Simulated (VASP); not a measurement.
# ScTiF5 (P4/mmm) in VASP: notebook

ScTiF5 is run at these levels: PBE; tasks: relaxation of cell and atoms.

Everything below comes from runs of VASP 6.6.1. Logs are shortened: lines on timing, memory, paths and dates and some standing lists are left out, and cuts for length are marked.

## Step 1: The cell of the first run

It takes space group P4/mmm (No. 123, tetragonal). The conventional cell has a = 3.585 Å, b = 3.585 Å, c = 6.517 Å, α = 90.00°, β = 90.00°, γ = 90.00°. Within 3.3 Å of Sc (site symmetry 4/mmm) lie 12 F at 2.53 to 2.54 Å. Within 3.1 Å of Ti (site symmetry 4/mmm) lie 8 F at 2.32 Å. F (site symmetry 2mm) has 2 Ti at 2.32 Å and 7 F at 2.53 to 2.93 Å and 2 Sc at 2.54 Å within 3.1 Å. F (site symmetry 4/mmm) has 4 Sc at 2.53 Å and 8 F at 2.54 Å and 2 Ti at 3.26 Å within 3.3 Å.

The cell was built from a structure type or drawn by symmetry, and may not be a known phase.

## Step 2: Relaxation of cell and atoms, PBE, collinear spin

INCAR

```
SYSTEM = ScTiF5
PREC = Accurate
ENCUT = 600
EDIFF = 1E-6
ISMEAR = 0
SIGMA = 0.15
LREAL = .FALSE.
LASPH = .TRUE.
NELM = 150
ALGO = Normal
ISIF = 3
LWAVE = .FALSE.
LCHARG = .FALSE.
ISPIN = 2
MAGMOM = 0 1 0 0 0 0 0
LORBIT = 11
LMAXMIX = 4
GGA = PE
IBRION = 2
NSW = 36
EDIFFG = -0.08
```

KPOINTS

```
regular mesh
0
G
  3 3 2
  0 0 0
```

POSCAR

```
ScTiF5
1.0
    3.5846824700      0.0000000000      0.0000000000
    0.0000000000      3.5846824700      0.0000000000
    0.0000000000      0.0000000000      6.5172132100
Sc Ti F
1 1 5
Direct
    0.5000000000      0.5000000000      0.0000000000
    0.0000000000      0.0000000000      0.5000000000
    0.0000000000      0.5000000000      0.2751304800
    0.0000000000      0.5000000000      0.7248695200
    0.5000000000      0.0000000000      0.2751304800
    0.5000000000      0.0000000000      0.7248695200
    0.0000000000      0.0000000000      0.0000000000
```

Potentials or basis: VASP PAW PBE potentials, release 64 (Sc_sv, Ti_sv, F).

The run is started by

```console
$ cat potpaw_PBE.64/Sc_sv/POTCAR potpaw_PBE.64/Ti_sv/POTCAR potpaw_PBE.64/F/POTCAR > POTCAR
$ mpirun -np 1 vasp_std > vasp.out
```

OUTCAR:

```text
SYSTEM = ScTiF5
   PREC = Accurate
   ENCUT = 600
   EDIFF = 1E-6
   ISMEAR = 0
   LREAL = .FALSE.
   LASPH = .TRUE.
   NELM = 150
   ISIF = 3
   ISPIN = 2
   LORBIT = 11
   GGA = PE
   IBRION = 2
   NSW = 36
   EDIFFG = -0.08

 ion  position               nearest neighbor table
   1  0.500  0.500  0.000-   7 2.53   7 2.53   7 2.53   7 2.53   3 2.54   5 2.54   6 2.54   4 2.54
                             3 2.54   4 2.54   5 2.54   6 2.54
   2  0.000  0.000  0.500-   3 2.32   4 2.32   5 2.32   6 2.32   3 2.32   4 2.32   5 2.32   6 2.32

   3  0.000  0.500  0.275-   2 2.32   2 2.32   1 2.54   1 2.54
   4  0.000  0.500  0.725-   2 2.32   2 2.32   1 2.54   1 2.54
   5  0.500  0.000  0.275-   2 2.32   2 2.32   1 2.54   1 2.54
   6  0.500  0.000  0.725-   2 2.32   2 2.32   1 2.54   1 2.54
   7  0.000  0.000  0.000-   1 2.53   1 2.53   1 2.53   1 2.53

  LATTYP: Found a simple tetragonal cell.
 ALAT       =     3.5846824700
 C/A-ratio  =     1.8180726646

  Lattice vectors:

 A1 = (   3.5846824700,   0.0000000000,   0.0000000000)
 A2 = (   0.0000000000,   3.5846824700,   0.0000000000)
 A3 = (   0.0000000000,   0.0000000000,   6.5172132100)

Analysis of symmetry for initial positions (statically):
=====================================================================
 Subroutine PRICEL returns:
 Original cell was already a primitive cell.

 Routine SETGRP: Setting up the symmetry group for a
 simple tetragonal supercell.

 Subroutine GETGRP returns: Found 16 space group operations
 (whereof 16 operations were pure point group operations)
 out of a pool of 16 trial point group operations.

The static configuration has the point symmetry D_4h.

Analysis of symmetry for dynamics (positions and initial velocities):
=====================================================================
 Subroutine PRICEL returns:
 Original cell was already a primitive cell.

 Routine SETGRP: Setting up the symmetry group for a
 simple tetragonal supercell.

 Subroutine GETGRP returns: Found 16 space group operations
 (whereof 16 operations were pure point group operations)
 out of a pool of 16 trial point group operations.

The dynamic configuration has the point symmetry D_4h.

Analysis of structural, dynamic, and magnetic symmetry:
=====================================================================
 Subroutine PRICEL returns:
 Original cell was already a primitive cell.

 Routine SETGRP: Setting up the symmetry group for a
 simple tetragonal supercell.

 Subroutine GETGRP returns: Found 16 space group operations
[... 117 lines left out ...]
  Thomas-Fermi vector in A             =   2.566268
   LORBIT       =     11    0 simple, 1 ext, 2 COOP (PROOUT), +10 PAW based schemes
   GGA     = PE    functional components
   LHFCALC =     F    Hartree Fock is set to
   AEXX    =    0.0000 exact exchange contribution
   IVDW    =     0    specifies the selected vdW correction
   LEPSILON=     F    determine dielectric tensor
   LRPA    =     F    only Hartree local field effects (RPA)
 conjugate gradient relaxation of ions
 spin polarized calculation
 Gauss-broadening in eV      SIGMA  =   0.15
  energy-cutoff  :      600.00
  volume of cell :       83.75
 maximum number of plane-waves:      2810
 NGX is ok and might be reduce to    30
   NGX = 15   NGY = 15   NGZ = 27

--------------------------------------- Ionic step        1  -------------------------------------------

 number of electron      58.0000002 magnetization       1.8110731

 Free energy of the ion-electron system (eV)
  ---------------------------------------------------
  ext. energy  EPLUGINS =         0.00000000
  ---------------------------------------------------
  free energy    TOTEN  =       -44.14898244 eV

  energy without entropy =      -44.11254387  energy(sigma->0) =      -44.13076315

------------------------ aborting loop because EDIFF is reached ----------------------------------------

  FORCE on cell =-STRESS in cart. coord.  units (eV):
  Direction    XX          YY          ZZ          XY          YZ          ZX
  --------------------------------------------------------------------------------------
  -------------------------------------------------------------------------------------
  Total       -5.4503341     -5.4503341    -11.6176306      0.0000000     -0.0000000      0.0000000
  in kB     -104.2726460   -104.2726460   -222.2618032      0.0000000     -0.0000000      0.0000000
  external PRESSURE =    -143.6023651 kB  Pullay stress =       0.0000000 kB
[... 151 lines left out ...]
--------------------------------------- Ionic step        5  -------------------------------------------

 number of electron      58.0000039 magnetization       1.6560828

 Free energy of the ion-electron system (eV)
  ---------------------------------------------------
  ext. energy  EPLUGINS =         0.00000000
  ---------------------------------------------------
  free energy    TOTEN  =       -45.02167906 eV

  energy without entropy =      -44.97585834  energy(sigma->0) =      -44.99876870

 E-fermi :   6.7527     XC(G=0): -11.2253

 val. band max:        6.7075947645   @ k =   0.3333   0.0000   0.0000
 cond. band min:       6.7560565901   @ k =   0.3333   0.3333   0.0000
 fundamental gap:      0.0484618256
 Fermi energy:         6.7527261283

 spin component 1

 k-point     1 :       0.0000    0.0000    0.0000
  band No.  band energies     occupation
      1     -51.6794      1.00000
      2     -45.5876      1.00000
      3     -28.0961      1.00000
      4     -27.9236      1.00000
      5     -27.9235      1.00000
      6     -24.1607      1.00000
[... 217 lines left out ...]
     34       7.6657      0.00000
     35       7.7405      0.00000
 Fermi energy:         6.7527261283

 spin component 2

 k-point     1 :       0.0000    0.0000    0.0000
  band No.  band energies     occupation
      1     -50.3488      1.00000
      2     -45.4724      1.00000
      3     -26.8762      1.00000
      4     -26.5589      1.00000
      5     -26.5589      1.00000
      6     -24.0233      1.00000
[... 251 lines left out ...]
  FREE ENERGIE OF THE ION-ELECTRON SYSTEM (eV)
  ---------------------------------------------------
  free  energy   TOTEN  =       -45.0216790613 eV

  energy  without entropy=      -44.9758583428  energy(sigma->0) =      -44.99876870

 reached required accuracy - stopping structural energy minimisation

 total charge

# of ion       s       p       d       tot
------------------------------------------
    1        2.096   6.065   0.815   8.976
    2        2.108   6.091   1.873  10.072
    3        1.735   4.387   0.000   6.122
    4        1.735   4.387   0.000   6.122
    5        1.735   4.387   0.000   6.122
    6        1.735   4.387   0.000   6.122
    7        1.736   4.363   0.000   6.099
--------------------------------------------------
tot         12.879  34.067   2.688  49.635

 magnetization (x)

# of ion       s       p       d       tot
------------------------------------------
    1        0.004   0.002   0.113   0.119
    2        0.007   0.007   1.332   1.346
    3        0.000  -0.005   0.000  -0.005
    4        0.000  -0.005   0.000  -0.005
    5        0.000  -0.005   0.000  -0.005
    6        0.000  -0.005   0.000  -0.005
    7        0.000  -0.003   0.000  -0.003
--------------------------------------------------
tot          0.011  -0.012   1.445   1.444
```

OSZICAR:

```text
N       E                     dE             d eps       ncg     rms          rms(c)
DAV:   1     0.994138029949E+03    0.99414E+03   -0.31972E+04   840   0.204E+03
DAV:   2     0.135596829573E+03   -0.85854E+03   -0.83981E+03   856   0.629E+02
[... 62 lines left out ...]
DAV:   5    -0.450281762213E+02   -0.18096E-01   -0.34687E-02  1058   0.811E-01    0.974E-01
DAV:   6    -0.450253011361E+02    0.28751E-02   -0.33252E-03  1081   0.401E-01    0.642E-01
DAV:   7    -0.450216427748E+02    0.36584E-02   -0.50634E-03  1114   0.525E-01    0.181E-01
DAV:   8    -0.450216940473E+02   -0.51273E-04   -0.97096E-04  1306   0.204E-01    0.598E-02
DAV:   9    -0.450216793885E+02    0.14659E-04   -0.14658E-04  1116   0.875E-02    0.248E-02
DAV:  10    -0.450216787514E+02    0.63718E-06   -0.19558E-05  1420   0.375E-02    0.121E-02
DAV:  11    -0.450216790613E+02   -0.30990E-06   -0.23828E-06   783   0.125E-02
   5 F= -.45021679E+02 E0= -.44998769E+02  d E =-.673112E-01  mag=     1.6559
```

Run time: 3.1 min. Hardware: 1 thread of Intel Xeon Platinum 8559C (Emerald Rapids), shared host; peak memory 0.27 GiB.

Results:

| Quantity | Value |
| --- | --- |
| Free energy | -45.0217 eV |
| Relaxed volume | 10.37 Å³/atom |
| Relaxed cell | a = 3.504 Å, b = 3.504 Å, c = 5.908 Å, α = 90.00°, β = 90.00°, γ = 90.00° |
| Space group after relaxing (to 0.1 Å) | P4/mmm (No. 123) |
| Energy gained by relaxing | 124.7 meV/atom |
| Ionic steps | 5 |
| Pressure after relaxing | 0.4 GPa |
| Largest force after relaxing | 0.027 eV/Å |
| Net moment | 1.66 μB per cell |
| Site moments | Sc +0.12; Ti +1.35; F -0.01, -0.00 (each value once) μB |
| Valence electrons inside the program's atomic spheres | Sc 8.98; Ti 10.07; F 6.12, 6.10 (each value once) |

Forces in eV/Å, atoms in the order of the input:
```
Sc   0.000  0.000  0.000
Ti   0.000  0.000  0.000
F    0.000  0.000  0.027
F    0.000  0.000 -0.027
F    0.000  0.000  0.027
F    0.000  0.000 -0.027
F    0.000  0.000  0.000
```

Stress tensor (GPa, compression positive):
```
0.04 0.00 0.00
0.00 0.04 0.00
0.00 0.00 1.17
```

Step by step:
```
step  energy change (eV)  largest force (eV/Å)  pressure (GPa)  volume (Å³)
   1              0.0000                0.7984          -14.36        83.75
   2             -0.8054                0.4595            1.96        71.36
   3             -0.8054                0.4607            1.92        71.39
   4             -0.8605                0.2214            1.00        72.05
   5             -0.8727                0.0274            0.42        72.56
```

Final structure:
```
Sc Ti F
1.0
     3.50434    0.00000    0.00000
     0.00000    3.50434    0.00000
     0.00000    0.00000    5.90834
Sc Ti F
1 1 5
Direct
  0.50000 0.50000 0.00000
  0.00000 0.00000 0.50000
  0.00000 0.50000 0.28822
  0.00000 0.50000 0.71178
  0.50000 0.00000 0.28822
  0.50000 0.00000 0.71178
  0.00000 0.00000 0.00000
```

Levels at points of the mesh, in eV from the Fermi level:
Spin up:
| k point | band 26 | band 27 | band 28 | band 29 | band 30 | band 31 | band 32 | band 33 | band 34 | band 35 |
| --- | --- | --- | --- | --- | --- | --- | --- | --- | --- | --- |
| (0.00, 0.00, 0.00) | -5.46 | -5.46 | -4.92 | -0.53 | -0.49 | -0.23 | -0.20 | 0.43 | 0.89 | 0.89 |
| (0.00, 0.00, 0.50) | -5.66 | -5.66 | -5.40 | -0.24 | -0.22 | -0.17 | -0.06 | 0.40 | 0.94 | 0.94 |
Spin down:
| k point | band 26 | band 27 | band 28 | band 29 | band 30 | band 31 |
| --- | --- | --- | --- | --- | --- | --- |
| (0.00, 0.00, 0.00) | -5.46 | -5.46 | -4.91 | -0.37 | -0.14 | 0.46 |
| (0.00, 0.00, 0.50) | -5.64 | -5.64 | -5.37 | -0.10 | 0.04 | 0.48 |

Caveat: the k points lie up to 0.60 Å⁻¹ apart in the final cell; semilocal functionals often make such compounds metallic where correlation or magnetic order opens a gap, which also shifts bond lengths.

## Step 3: Relaxation of cell and atoms, PBE, collinear spin

This run uses another cell than the first one, of 12.36 Å³/atom.

Edit INCAR of step 2 so:

```diff
@@ -3,3 +3,3 @@
 ENCUT = 600
-EDIFF = 1E-6
+EDIFF = 1E-7
 ISMEAR = 0
```

KPOINTS

```
Automatic mesh
0
G
  3 3 2
  0 0 0
```

POSCAR

```
ScTiF5
1.0
    3.7665062200      0.0000000000      0.0000000000
    0.0000000000      3.7665062200      0.0000000000
    0.0000000000      0.0000000000      6.0999170000
Sc Ti F
1 1 5
Direct
    0.0000000000      0.0000000000      0.5000000000
    0.0000000000      0.0000000000      0.0000000000
    0.5000000000      0.5000000000      0.0000000000
    0.5000000000      0.0000000000      0.3007800000
    0.0000000000      0.5000000000      0.3007800000
    0.5000000000      0.0000000000      0.6992200000
    0.0000000000      0.5000000000      0.6992200000
```

Potentials or basis: VASP PAW PBE potentials, release 64 (Sc_sv, Ti_sv, F).

The run is started by

```console
$ cat potpaw_PBE.64/Sc_sv/POTCAR potpaw_PBE.64/Ti_sv/POTCAR potpaw_PBE.64/F/POTCAR > POTCAR
$ mpirun -np 1 vasp_std > vasp.out
```

Wall time 4.1 min (1 thread of Intel Xeon Platinum 8559C (Emerald Rapids), shared host); peak memory 0.26 GiB.

Results (log left out):

```yaml
Free_energy: -44.0922 eV
Relaxed_volume: 11.15 Å³/atom
Relaxed_cell: a = 3.459 Å, b = 3.459 Å, c = 6.521 Å, α = 90.00°, β = 90.00°, γ = 90.00°
Space_group_after_relaxing_to_0.1_Å: P4/mmm (No. 123)
Energy_gained_by_relaxing: 147.2 meV/atom
Ionic_steps: 7
Pressure_after_relaxing: 0.4 GPa
Largest_force_after_relaxing: 0.031 eV/Å
Band_gap_on_the_k_mesh: 0.45 eV
Net_moment: 2.00 μB per cell
Site_moments: Sc +0.05; Ti +1.67; F +0.01 μB
Valence_electrons_inside_the_program's_atomic_spheres: Sc 9.29; Ti 9.91; F 6.07, 6.12 (each value once)
```

Forces on the atoms (eV/Å):
```
Sc   0.000  0.000  0.000
Ti   0.000  0.000  0.000
F    0.000  0.000  0.000
F    0.000  0.000  0.031
F    0.000  0.000  0.031
F    0.000  0.000 -0.031
F    0.000  0.000 -0.031
```

Stress tensor (GPa, compression positive):
```
 0.72  0.00  0.00
 0.00  0.72  0.00
 0.00  0.00 -0.11
```

The path:
| step | energy change (eV) | largest force (eV/Å) | pressure (GPa) | volume (Å³) |
| --- | --- | --- | --- | --- |
| 1 | 0.0000 | 0.0461 | -11.44 | 86.54 |
| 2 | -0.9349 | 0.0903 | 1.63 | 75.72 |
| 3 | -0.9400 | 0.0816 | 3.01 | 74.98 |
| 4 | -0.9944 | 0.3032 | 0.46 | 76.71 |
| 5 | -0.9982 | 0.3801 | -0.40 | 77.34 |
| 6 | -1.0220 | 0.2079 | 0.02 | 77.70 |
| 7 | -1.0302 | 0.0308 | 0.44 | 78.02 |

Final structure:
```cif
data_structure
_symmetry_space_group_name_H-M 'P 1'
_symmetry_Int_Tables_number 1
_cell_length_a 3.4591
_cell_length_b 3.4591
_cell_length_c 6.5207
_cell_angle_alpha 90.000
_cell_angle_beta 90.000
_cell_angle_gamma 90.000
_cell_volume 78.02
loop_
_atom_site_label
_atom_site_type_symbol
_atom_site_fract_x
_atom_site_fract_y
_atom_site_fract_z
_atom_site_occupancy
Sc1 Sc 0.00000 0.00000 0.50000 1
Ti1 Ti 0.00000 0.00000 0.00000 1
F1 F 0.50000 0.50000 0.00000 1
F2 F 0.50000 0.00000 0.30849 1
F3 F 0.00000 0.50000 0.30849 1
F4 F 0.50000 0.00000 0.69151 1
F5 F 0.00000 0.50000 0.69151 1
```

Levels at points of the mesh, in eV from the valence-band top:
Spin up:
```tsv
k point	band 28	band 29	band 30	band 31	band 32	band 33
(0.00, 0.00, 0.00)	-4.12	-1.33	-1.16	0.58	0.58	0.72
(0.00, 0.00, 0.50)	-4.27	-1.11	-0.95	0.66	0.66	0.72
```
Spin down:
```tsv
k point	band 24	band 25	band 26	band 27	band 28	band 29	band 30	band 31	band 32	band 33
(0.00, 0.00, 0.00)	-4.36	-4.36	-4.35	-4.35	-4.11	0.59	0.95	1.40	1.40	1.53
(0.00, 0.00, 0.50)	-4.56	-4.43	-4.43	-4.25	-4.25	1.19	1.25	1.42	1.50	1.50
```

Caveat: the k points lie up to 0.61 Å⁻¹ apart in the final cell; an odd mesh through Γ misses points on the zone boundary, where band edges can lie.

[end of part 1 of 2]
